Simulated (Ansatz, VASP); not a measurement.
## Cu: VASP beside Ansatz

File INCAR:

```
PREC = Accurate
ENCUT = 520
EDIFF = 1E-6
ISMEAR = 0
SIGMA = 0.15
LREAL = F
LASPH = T
NELM = 60
ALGO = Normal
ISIF = 2
LWAVE = F
LCHARG = T
GGA = PE
LELF = T
LVHAR = T
NBANDS = 12
```

KPOINTS

```
Automatic mesh
0
Gamma
  24 24 24
```

Contents of POSCAR:

```
Cu
1.0
   -1.4858496800      1.4858496800      1.2861514831
    1.4858496800     -1.4858496800      1.2861514831
    1.4858496800      1.4858496800     -1.2861514831
Cu
1
Direct
    0.0000000000      0.0000000000      0.0000000000
```

Input for Ansatz:

```yaml
crystal:
  lattice:
    - [-1.48584968, 1.48584968, 1.2861514831]
    - [1.48584968, -1.48584968, 1.2861514831]
    - [1.48584968, 1.48584968, -1.2861514831]
  atoms:
    - { symbol: Cu, position: [0.0, 0.0, 0.0] }
basis:
  ecutwfc: 520.0
kpoints:
  mp_grid: { grid: [24, 24, 24] }
hamiltonian:
  xc: pbe
  pseudopotentials: { kind: paw, azcp: { folder: soft_1 } }
scf:
  occupations: { method: gaussian, width: 0.15 }
output:
  forces: true
  stress: true
  eigenvalues: true
  write_density: true
  write_potential: true
  elf: true
  volumetric_format: npy
```

Alike in both runs: task single point; functional PBE; k mesh 24 × 24 × 24; occupations gaussian, width 0.15 eV; no spin polarisation.

```csv
,VASP,Ansatz
version,VASP 6.6.1,Ansatz 0.2.0
potentials or method,"VASP PAW PBE potentials, release 64 (Cu), cutoff 520 eV","scalar-relativistic, plane waves, PAW"
valence electrons in the cell,11,19
```

```tsv
	VASP	Ansatz	Ansatz less VASP
gap on the k mesh at the Fermi level (eV)	none	none	-
pressure (GPa)	10.1	9.4	-0.69
traceless stress, the component that is largest in VASP (GPa)	2.65	2.63	-0.019
```

A gap of «none» marks a metal or a gap that the smearing closes. VASP's potentials hold 11 valence electrons a cell and Ansatz's 19, so a difference there can come from the potentials and not from the codes.
